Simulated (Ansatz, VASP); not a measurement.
## ZnS in VASP and in Ansatz

POSCAR

```
ZnS
1.0
    3.8087369152      0.0000000000      0.0000000000
   -1.9043684576      3.2984629249      0.0000000000
    0.0000000000      0.0000000000     12.4664651431
Zn S
4 4
Direct
    0.0000000000      0.0000000000      0.0049605901
    0.0000000000      0.0000000000      0.4952681947
    0.3333333333      0.6666666667      0.2524008300
    0.6666666667      0.3333333333      0.7477404048
    0.0000000000      0.0000000000      0.1721957935
    0.0000000000      0.0000000000      0.7022764937
    0.3333333333      0.6666666667      0.4396473657
    0.6666666667      0.3333333333      0.9355103275
```

INCAR.step1

```
PREC = Accurate
ENCUT = 520
ISMEAR = 0
SIGMA = 0.05
LREAL = False
LASPH = True
NELM = 100
NBANDS = 46
GGA = PE
ALGO = Normal
EDIFF = 1E-4
LWAVE = True
LCHARG = False
```

Contents of INCAR.step2:

```
PREC = Accurate
ENCUT = 520
EDIFF = 1E-6
ISMEAR = 0
SIGMA = 0.05
LREAL = False
LASPH = True
NELM = 100
ALGO = Normal
ISIF = 2
LWAVE = False
LCHARG = False
METAGGA = R2SCAN
LMIXTAU = True
NBANDS = 46
ISTART = 1
```

The input KPOINTS:

```
Automatic mesh
0
Gamma
  6 6 2
```

Input for Ansatz:

```yaml
crystal:
  lattice:
    - [3.8087369152, 0.0, 0.0]
    - [-1.9043684576, 3.2984629249, 0.0]
    - [0.0, 0.0, 12.4664651431]
  atoms:
    - { symbol: Zn, position: [0.0, 0.0, 0.0049605901] }
    - { symbol: Zn, position: [0.0, 0.0, 0.4952681947] }
    - { symbol: Zn, position: [0.3333333333, 0.6666666667, 0.25240083] }
    - { symbol: Zn, position: [0.6666666667, 0.3333333333, 0.7477404048] }
    - { symbol: S, position: [0.0, 0.0, 0.1721957935] }
    - { symbol: S, position: [0.0, 0.0, 0.7022764937] }
    - { symbol: S, position: [0.3333333333, 0.6666666667, 0.4396473657] }
    - { symbol: S, position: [0.6666666667, 0.3333333333, 0.9355103275] }
basis:
  ecutwfc: 500
kpoints:
  mp_grid: { grid: [6, 6, 2] }
hamiltonian:
  xc: r2scan
scf:
  occupations: { method: gaussian, width: 0.05 }
output:
  forces: true
  stress: true
  eigenvalues: true
```

Change from the starting cell: mode 24 (340.4 1/cm) frozen in, largest displacement +0.188 Å.

Alike in both runs: task single point; functional r2SCAN; k mesh 6 × 6 × 2; occupations gaussian, width 0.05 eV; no spin polarisation.

|  | VASP | Ansatz |
| --- | --- | --- |
| version | VASP 6.6.1 | Ansatz 0.2.0 |
| potentials or method | VASP PAW PBE potentials, release 64 (Zn, S), cutoff 520 eV | scalar-relativistic, plane waves, PAW |
| valence electrons in the cell | 72 | 72 |

VASP gave:

* gap on the k mesh at the Fermi level (eV): 2.06
* least direct gap on the mesh (eV): 2.06
* pressure (GPa): 1.2
* traceless stress, the component that is largest in VASP (GPa): 1.67
* rms of the force components (eV/Å): 1.069

Which values does Ansatz return?

gap on the k mesh at the Fermi level (eV): 2.06; least direct gap on the mesh (eV): 2.06; pressure (GPa): 1.1; traceless stress, the component that is largest in VASP (GPa): 1.63; rms of the force components (eV/Å): 1.058.

VASP's potentials were made for PBE, not for r2SCAN. Atom by atom the forces differ by 0.012 eV/Å (rms over components).
